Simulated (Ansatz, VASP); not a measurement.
**Pt in VASP and in Ansatz**

```
Pt
1.0
     2.66890    0.00000    0.00000
    -1.33445    2.31133    0.00000
     0.00000    0.00000    4.22271
Pt
2
Direct
  0.33333 0.66667 0.25000
  0.66667 0.33333 0.75000
```

Alike in both runs: task single point; functional PBE; k mesh 18 × 18 × 10; occupations gaussian, width 0.1 eV; no spin polarisation.

|  | VASP | Ansatz |
| --- | --- | --- |
| version | VASP 6.6.1 | Ansatz 0.2.0 |
| potentials or method | VASP PAW PBE potentials, release 64 (Pt), cutoff 520 eV | scalar-relativistic, plane waves, PAW |
| valence electrons in the cell | 20 | 36 |

|  | VASP | Ansatz | Ansatz less VASP |
| --- | --- | --- | --- |
| gap on the k mesh at the Fermi level (eV) | none | none | - |
| pressure (GPa) | 76.9 | 77.6 | +0.78 |
| traceless stress, the component that is largest in VASP (GPa) | 14.51 | 14.53 | +0.024 |

A gap of «none» marks a metal or a gap that the smearing closes. Both programs put the cell under a high pressure, so it lies far from rest at this level. The functional is the same, so the differences come from potentials, cutoffs and numerics. VASP's potentials hold 20 valence electrons a cell and Ansatz's 36, so a difference there can come from the potentials and not from the codes.

Spin-orbit coupling is off throughout. Noted on VASP's run: the cell as given lies far from equilibrium.
